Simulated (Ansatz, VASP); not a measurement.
## Ge: VASP beside Ansatz

INCAR

```
  PREC = Accurate
  ENCUT = 520
  EDIFF = 1E-6
  ISMEAR = 0
  SIGMA = 0.1
  LREAL = F
  LASPH = T
  NELM = 80
  ALGO = Normal
  ISIF = 2
  LWAVE = F
  LCHARG = F
  LDIPOL = T
  IDIPOL = 3
  DIPOL = 0.5 0.5 0.377
  GGA = PE
  IVDW = 12
  NBANDS = 36
```

File KPOINTS:

```
regular mesh
0
Gamma
  9 9 1
```

File POSCAR:

```
Ge
1.0
    4.0226895311      0.0000000000      0.0000000000
   -2.0113447656      3.4837513255      0.0000000000
    0.0000000000      0.0000000000     18.8685220517
Ge
4
Direct
    0.3333333333      0.6666666667      0.2747571332
    0.6666666667      0.3333333333      0.2384924472
    0.7777777778      0.5555555556      0.5150653573
    0.4444444444      0.8888888889      0.4788006714
```

Input for Ansatz:

```yaml
crystal:
  lattice:
    - [4.0226895311, 0.0, 0.0]
    - [-2.0113447656, 3.4837513255, 0.0]
    - [0.0, 0.0, 18.8685220517]
  atoms:
    - { symbol: Ge, position: [0.3333333333, 0.6666666667, 0.2747571332] }
    - { symbol: Ge, position: [0.6666666667, 0.3333333333, 0.2384924472] }
    - { symbol: Ge, position: [0.7777777778, 0.5555555556, 0.5150653573] }
    - { symbol: Ge, position: [0.4444444444, 0.8888888889, 0.4788006714] }
basis:
  ecutwfc: 420
kpoints:
  mp_grid: { grid: [9, 9, 1] }
hamiltonian:
  xc: pbe
  pseudopotentials: { kind: paw, azcp: { folder: soft_1 } }
  dispersion: d3bj
scf:
  occupations: { method: gaussian, width: 0.1 }
output:
  forces: true
  eigenvalues: true
efield:
  axis: 3
  dipole_correction: true
  ramp_width: 0.04
```

Alike in both runs: task single point; functional PBE; dispersion D3(BJ); k mesh 9 × 9 × 1; occupations gaussian, width 0.1 eV; no spin polarisation.

```csv
,VASP,Ansatz
version,VASP 6.6.1,Ansatz 0.2.0
potentials or method,"VASP PAW PBE potentials, release 64 (Ge_d), cutoff 520 eV","scalar-relativistic, plane waves, PAW"
valence electrons in the cell,56,56
```

VASP gave:

* gap on the k mesh at the Fermi level (eV): 0.38
* least direct gap on the mesh (eV): 0.38
* rms of the force components (eV/Å): 0.071

What did Ansatz give for the same quantities?

gap on the k mesh at the Fermi level (eV): 0.38; least direct gap on the mesh (eV): 0.38; rms of the force components (eV/Å): 0.072.

Atom by atom the forces differ by 0.001 eV/Å (rms over components).
